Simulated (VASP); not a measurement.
Write the native input for VASP 6.6.1 that does the following.

```yaml
Task: single point
Functional: PBE0
Potentials_or_basis: VASP PAW PBE potentials, release 64 (Pb_d)
Cutoff: 520 eV
k_mesh: 5 × 5 × 5
Occupations: fermi-dirac, width 0.05 eV
Spin: no spin polarisation
Dipole_correction: no
Grid_for_exact_exchange_PRECFOCK: Normal
Further_INCAR_settings: ALGO = Normal; EDIFF = 1e-06; NBANDS = 13
```

Crystal: Pb.

```
CELL_PARAMETERS angstrom
0.00000 2.44157 2.44157
2.44157 0.00000 2.44157
2.44157 2.44157 0.00000
ATOMIC_POSITIONS crystal
Pb 0.00000 0.00000 0.00000
```

These files were run (other wordings do the same):

POSCAR

```
Pb
1.0
    0.0000000000      2.4415696833      2.4415696833
    2.4415696833      0.0000000000      2.4415696833
    2.4415696833      2.4415696833      0.0000000000
Pb
1
Direct
    0.0000000000      0.0000000000      0.0000000000
```

INCAR.step1

```
PREC = Accurate
ENCUT = 520
EDIFF = 1E-5
ISMEAR = -1
SIGMA = 0.05
LREAL = False
LASPH = True
NELM = 100
ALGO = Normal
ISIF = 2
LWAVE = True
LCHARG = False
NBANDS = 13
GGA = PE
```

INCAR.step2

```
PREC = Accurate
ENCUT = 520
EDIFF = 1E-6
ISMEAR = -1
SIGMA = 0.05
LREAL = False
LASPH = True
NELM = 100
ALGO = Normal
ISIF = 2
LWAVE = False
LCHARG = False
GGA = PE
LHFCALC = True
AEXX = 0.25
PRECFOCK = Normal
NBANDS = 13
ISTART = 1
```

KPOINTS

```
Automatic mesh
0
Gamma
  5 5 5
```

Potentials or basis: VASP PAW PBE potentials, release 64 (Pb_d).

Launch:

```console
$ cat potpaw_PBE.64/Pb_d/POTCAR > POTCAR
$ cp INCAR.step1 INCAR
$ mpirun -np 1 vasp_std > vasp.out
$ cp INCAR.step2 INCAR
$ mpirun -np 1 vasp_std > vasp.out
```

Results of the run:

```json
{"Pressure": "2.5 GPa", "Band gap on the k mesh": "zero (band 7 reaches 16.61 eV, above the bottom of band 8 at 6.60 eV)"}
```

Caveat: the k points lie up to 0.45 Å⁻¹ apart; the PAW data sets were made with another functional, which shifts forces and pressure a little; spin-orbit coupling is left out, which moves the levels of the heavy elements.

Wall time 4.5 min on 1 thread of Intel(R) Xeon(R) Platinum 8559C (Emerald Rapids), with other jobs on the host, peak memory 0.16 GiB.
